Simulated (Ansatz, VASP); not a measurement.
CsI: VASP beside Ansatz

File INCAR:

```
  PREC = Accurate
  ENCUT = 500
  EDIFF = 1E-6
  ISMEAR = 0
  SIGMA = 0.02
  LREAL = F
  LASPH = T
  NELM = 120
  ALGO = Normal
  ISIF = 2
  LWAVE = F
  LCHARG = T
  GGA = PE
  LELF = T
  LVHAR = T
  NBANDS = 15
  GGA_COMPAT = F
```

KPOINTS

```
regular mesh
0
Gamma
  6 6 6
```

The input POSCAR:

```
CsI
1.0
    4.5707646610      0.0000000000      0.0000000000
    0.0000000000      4.5707646610      0.0000000000
    0.0000000000      0.0000000000      4.5707646610
Cs I
1 1
Direct
    0.0000000000      0.0000000000      0.0000000000
    0.5000000000      0.5000000000      0.5000000000
```

Input for Ansatz:

```yaml
crystal:
  lattice:
    - [4.570764661, 0.0, 0.0]
    - [0.0, 4.570764661, 0.0]
    - [0.0, 0.0, 4.570764661]
  atoms:
    - { symbol: Cs, position: [0.0, 0.0, 0.0] }
    - { symbol: I, position: [0.5, 0.5, 0.5] }
basis:
  ecutwfc: 420
kpoints:
  mp_grid: { grid: [6, 6, 6] }
hamiltonian:
  xc: pbe
scf:
  occupations: { method: gaussian, width: 0.02 }
output:
  forces: true
  stress: true
  eigenvalues: true
```

Alike in both runs: task single point; functional PBE; k mesh 6 × 6 × 6; occupations gaussian, width 0.02 eV; no spin polarisation.

|  | VASP | Ansatz |
| --- | --- | --- |
| version | VASP 6.6.1 | Ansatz 0.2.0 |
| potentials or method | VASP PAW PBE potentials, release 64 (Cs_sv, I), cutoff 500 eV | scalar-relativistic, plane waves, PAW |
| valence electrons in the cell | 16 | 26 |

VASP gave:

| Quantity | Value |
| --- | --- |
| gap on the k mesh at the Fermi level (eV) | 3.87 |
| least direct gap on the mesh (eV) | 3.96 |
| pressure (GPa) | 0.8 |

Problem. Estimate Ansatz's values.

Solution. gap on the k mesh at the Fermi level (eV): 3.88; least direct gap on the mesh (eV): 3.97; pressure (GPa): 0.7.

VASP's potentials hold 16 valence electrons a cell and Ansatz's 26, so a difference there can come from the potentials and not from the codes.

Spin-orbit coupling is off throughout.
